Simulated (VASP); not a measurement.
# Ti (P2_1/m) in VASP: single point with PBE

Aim: the single point of Ti with PBE.

Program: VASP 6.6.1. These are calculated values, not measurements. Logs are shortened: lines on timing, memory, paths and dates and some standing lists are left out, and cuts for length are marked.

### 1 The cell of the first run

It takes space group P2_1/m (No. 11, monoclinic). Conventional cell: a = 2.874 Å, b = 4.686 Å, c = 2.951 Å, α = 90.00°, β = 117.40°, γ = 90.00°. Within 3.8 Å of Ti (site symmetry m) lie 12 Ti at 2.87 to 3.03 Å.

### 2 Single point, PBE (strain -0.0600 x Voigt [0, 0, 0, 0, 0, 1])

INCAR reads:

```
  PREC = Accurate
  ENCUT = 520
  EDIFF = 1E-6
  ISMEAR = 0
  SIGMA = 0.15
  LREAL = F
  LASPH = T
  NELM = 60
  ALGO = Fast
  ISIF = 2
  LWAVE = F
  LCHARG = F
  GGA = PE
  NBANDS = 19
```

KPOINTS reads:

```
regular mesh
0
Gamma
  18 18 10
```

POSCAR reads:

```
Ti
1.0
    2.9499978604     -0.0884999358      0.0000000000
   -1.5516421228      2.5990230561      0.0000000000
    0.0000000000      0.0000000000      4.6860000000
Ti
2
Direct
    0.3333333333      0.6666666667      0.2500000000
    0.6666666667      0.3333333333      0.7500000000
```

Potentials or basis: VASP PAW PBE potentials, release 64 (Ti_sv).

Command:

```sh
> cat potpaw_PBE.64/Ti_sv/POTCAR > POTCAR
> mpirun -np 1 vasp_std > vasp.out
```

OUTCAR:

```text
PREC = Accurate
   ENCUT = 520
   EDIFF = 1E-6
   ISMEAR = 0
   LREAL = F
   LASPH = T
   NELM = 60
   ISIF = 2
   GGA = PE

 ion  position               nearest neighbor table
   1  0.333  0.667  0.250-   2 2.87   2 2.87   2 2.90   2 2.90
   2  0.667  0.333  0.750-   1 2.87   1 2.87   1 2.90   1 2.90

  LATTYP: Found a simple monoclinic cell.
 ALAT       =     2.8736953747
 B/A-ratio  =     1.6306530056
 C/A-ratio  =     1.0270138884
 COS(beta)  =    -0.4601897227

  Lattice vectors:

 A1 = (   1.3983557376,   2.5105231203,   0.0000000000)
 A2 = (   0.0000000000,   0.0000000000,  -4.6860000000)
 A3 = (  -2.9499978604,   0.0884999358,   0.0000000000)

Analysis of symmetry for initial positions (statically):
=====================================================================
 Subroutine PRICEL returns:
 Original cell was already a primitive cell.

 Routine SETGRP: Setting up the symmetry group for a
 simple monoclinic supercell.

 Subroutine GETGRP returns: Found  4 space group operations
 (whereof  2 operations were pure point group operations)
 out of a pool of  4 trial point group operations.

The static configuration has the point symmetry S_2 .
 The point group associated with its full space group is C_2h.

Analysis of symmetry for dynamics (positions and initial velocities):
=====================================================================
 Subroutine PRICEL returns:
 Original cell was already a primitive cell.

 Routine SETGRP: Setting up the symmetry group for a
 simple monoclinic supercell.

 Subroutine GETGRP returns: Found  4 space group operations
 (whereof  2 operations were pure point group operations)
 out of a pool of  4 trial point group operations.

The dynamic configuration has the point symmetry S_2 .
 The point group associated with its full space group is C_2h.

 Subroutine INISYM returns: Found  4 space group operations
 (whereof  2 operations are pure point group operations),
 and found     1 'primitive' translations

----------------------------------------------------------------------------------------

                                     Primitive cell

  volume of cell :      35.2846

[... 70 lines left out ...]
   k-points           NKPTS =    984   k-points in BZ     NKDIM =    984   number of bands    NBANDS=     19
   number of dos      NEDOS =    301   number of ions     NIONS =      2
   total plane-waves  NPLWV =  20736
   dimension x,y,z NGX =    24 NGY =   24 NGZ =   36
   dimension x,y,z NGXF=    48 NGYF=   48 NGZF=   72
   ions per type =               2
   NGX,Y,Z   is equivalent  to a cutoff of  13.52, 13.18, 12.77 a.u.
   NGXF,Y,Z  is equivalent  to a cutoff of  27.04, 26.36, 25.54 a.u.
 SYSTEM =  unknown system
   PREC   = accura    normal or accurate (medium, high low for compatibility)
   ISTART =      0    job   : 0-new  1-cont  2-samecut
   ICHARG =      2    charge: 1-file 2-atom 10-const
   ISPIN  =      1    spin polarized calculation?
   LNONCOLLINEAR =      F non collinear calculations
   LSORBIT =      F    spin-orbit coupling
   LASPH  =      T    aspherical Exc in radial PAW
   ENCUT  =  520.0 eV  38.22 Ry    6.18 a.u.   5.49  5.63  8.71*2*pi/ulx,y,z
   NELM   =     60;   NELMIN=  2; NELMDL= -5     # of ELM steps
   EDIFF  = 0.1E-05   stopping-criterion for ELM
   LREAL  =      F    real-space projection
[... 7 lines left out ...]
   TEBEG  =    0.0;   TEEND  =   0.0 temperature during run
   PSTRESS=    0.0 pullay stress
   NELECT =      24.0000    total number of electrons
   NUPDOWN=      -1.0000    fix difference up-down
   EMIN   =  10.00;   EMAX   =-10.00  energy-range for DOS
   EFERMI =   0.00;   METHOD = LEGACY
   ISMEAR =     0;   SIGMA  =   0.15  broadening in eV -4-tet -1-fermi 0-gaus
   EFERMI_NEDOS =   21; number of points for ismear=-14 and -15
   IALGO  =     68    algorithm
   IMIX   =      4    mixing-type and parameters
     AMIX     =   0.40;   BMIX     =  1.00
     AMIX_MAG =   1.60;   BMIX_MAG =  1.00
  volume/ion in A,a.u.               =      17.64       119.06
  Fermi-wavevector in a.u.,A,eV,Ry     =   1.439738  2.720710 28.202778  2.072846
  Thomas-Fermi vector in A             =   2.558560
   LORBIT       =      0    0 simple, 1 ext, 2 COOP (PROOUT), +10 PAW based schemes
   GGA     = PE    functional components
   LHFCALC =     F    Hartree Fock is set to
   AEXX    =    0.0000 exact exchange contribution
   IVDW    =     0    specifies the selected vdW correction
   LEPSILON=     F    determine dielectric tensor
   LRPA    =     F    only Hartree local field effects (RPA)
 non-spin polarized calculation
 RMM-DIIS sequential band-by-band and
 Gauss-broadening in eV      SIGMA  =   0.15
  energy-cutoff  :      520.00
  volume of cell :       35.28
 maximum number of plane-waves:       978
 NGX is ok and might be reduce to    24
   NGX = 11   NGY = 11   NGZ = 17

 number of electron      24.0000000 magnetization

 Free energy of the ion-electron system (eV)
  ---------------------------------------------------
  ext. energy  EPLUGINS =         0.00000000
  ---------------------------------------------------
  free energy    TOTEN  =       -15.65567296 eV

  energy without entropy =      -15.63020564  energy(sigma->0) =      -15.64293930

 E-fermi :   8.1542     XC(G=0): -11.4225

 val. band max:        8.1533173660   @ k =   0.0000   0.1667   0.1000
 cond. band min:       8.1572581223   @ k =  -0.1667   0.1111   0.0000
 fundamental gap:      0.0039407563
 Fermi energy:         8.1541901811

 k-point     1 :       0.0000    0.0000    0.0000
  band No.  band energies     occupation
      1     -48.7104      2.00000
      2     -48.5836      2.00000
      3     -25.2780      2.00000
      4     -24.6901      2.00000
      5     -24.6365      2.00000
      6     -24.6090      2.00000
[... 505 lines left out ...]
      6     -24.7536      2.00000
[... 11 lines left out ...]
     18      10.4282      0.00000
     19      11.4925      0.00000

 [... further k-points ...]
[... 5 lines left out ...]
  --------------------------------------------------------------------------------------
  -------------------------------------------------------------------------------------
  Total       -0.4124357     -0.3526302     -0.5798515      0.8012686      0.0000000      0.0000000
  in kB      -18.7275756    -16.0119727    -26.3294680     36.3834132      0.0000000      0.0000000
  external PRESSURE =     -20.3563388 kB  Pullay stress =       0.0000000 kB

 VOLUME and BASIS-vectors are now :
 -----------------------------------------------------------------------------
  energy-cutoff  :      520.00
  volume of cell :       35.28
      direct lattice vectors                 reciprocal lattice vectors
     2.949997860 -0.088499936  0.000000000     0.345165308  0.206067057  0.000000000
    -1.551642123  2.599023056  0.000000000     0.011753304  0.391776794  0.000000000
     0.000000000  0.000000000  4.686000000     0.000000000  0.000000000  0.213401622

 POSITION                                       TOTAL-FORCE (eV/Angst)
 -----------------------------------------------------------------------------------
     -0.05110      1.70318      1.17150         0.157441      0.012639      0.000000
      1.44945      0.80734      3.51450        -0.157441     -0.012639      0.000000
 -----------------------------------------------------------------------------------
    total drift:                               -0.000000      0.000000     -0.000000

  FREE ENERGIE OF THE ION-ELECTRON SYSTEM (eV)
  ---------------------------------------------------
  free  energy   TOTEN  =       -15.6556729554 eV

  energy  without entropy=      -15.6302056395  energy(sigma->0) =      -15.64293930
```

OSZICAR:

```text
N       E                     dE             d eps       ncg     rms          rms(c)
DAV:   1     0.264846452623E+03    0.26485E+03   -0.13082E+04 37456   0.157E+03
DAV:   2     0.127444403873E+02   -0.25210E+03   -0.24806E+03 38430   0.442E+02
DAV:   3    -0.164254296857E+02   -0.29170E+02   -0.28819E+02 69922   0.124E+02
[... 28 lines left out ...]
RMM:  32    -0.156556692059E+02   -0.14514E-05   -0.18070E-05 41739   0.175E-02    0.327E-02
RMM:  33    -0.156556706171E+02   -0.14113E-05   -0.16927E-05 40837   0.159E-02    0.334E-02
RMM:  34    -0.156556714735E+02   -0.85638E-06   -0.11176E-05 40180   0.147E-02    0.337E-02
RMM:  35    -0.156556723742E+02   -0.90071E-06   -0.11161E-05 39358   0.136E-02    0.343E-02
RMM:  36    -0.156556729554E+02   -0.58114E-06   -0.79179E-06 38846   0.126E-02
   1 F= -.15655673E+02 E0= -.15642939E+02  d E =-.254673E-01
```

stdout:

```text
POSCAR found type information on POSCAR Ti
 POSCAR found :  1 types and       2 ions
 scaLAPACK will be used
 LDA part: xc-table for (Slater+PW92), standard interpolation
 POSCAR, INCAR and KPOINTS ok, starting setup
 FFT: planning ... GRIDC
 FFT: planning ... GRID_SOFT
 FFT: planning ... GRID
 WAVECAR not read
 entering main loop
WARNING in EDDRMM: call to ZHEGV failed, returncode =   8  4      3
WARNING in EDDRMM: call to ZHEGV failed, returncode =   6  3      8
WARNING in EDDRMM: call to ZHEGV failed, returncode =   8  4      8
WARNING in EDDRMM: call to ZHEGV failed, returncode =   8  4      5
WARNING in EDDRMM: call to ZHEGV failed, returncode =   6  3      6
WARNING in EDDRMM: call to ZHEGV failed, returncode =   8  4      5
WARNING in EDDRMM: call to ZHEGV failed, returncode =   8  4      3
WARNING in EDDRMM: call to ZHEGV failed, returncode =   8  4      5
WARNING in EDDRMM: call to ZHEGV failed, returncode =   6  3      5
WARNING in EDDRMM: call to ZHEGV failed, returncode =   6  3     15
[... 6 lines left out ...]
WARNING in EDDRMM: call to ZHEGV failed, returncode =   6  3     10
WARNING in EDDRMM: call to ZHEGV failed, returncode =   8  4     16
WARNING in EDDRMM: call to ZHEGV failed, returncode =   6  3     18
WARNING in EDDRMM: call to ZHEGV failed, returncode =   6  3     18
WARNING in EDDRMM: call to ZHEGV failed, returncode =   6  3      4
WARNING in EDDRMM: call to ZHEGV failed, returncode =   8  4      3
WARNING in EDDRMM: call to ZHEGV failed, returncode =   8  4      4
WARNING in EDDRMM: call to ZHEGV failed, returncode =   6  3      6
WARNING in EDDRMM: call to ZHEGV failed, returncode =   8  4      4
WARNING in EDDRMM: call to ZHEGV failed, returncode =   8  4      7
```

It took 9.5 min on 1 thread of Intel Xeon 6975P-C (Granite Rapids), shared host; peak memory 0.6 GiB.

What came out:

```
Free energy            : -15.6557 eV
Pressure               : -2.0 GPa
Largest force          : 0.158 eV/Å
Band gap on the k mesh : zero (bands 12 and 13 overlap by 1.05 eV)
```

Forces on the atoms (eV/Å):
```
Ti   0.157  0.013  0.000
Ti  -0.157 -0.013  0.000
```

Caveat: the cell differs from its parent crystal (strain -0.0600 x Voigt [0, 0, 0, 0, 0, 1]).
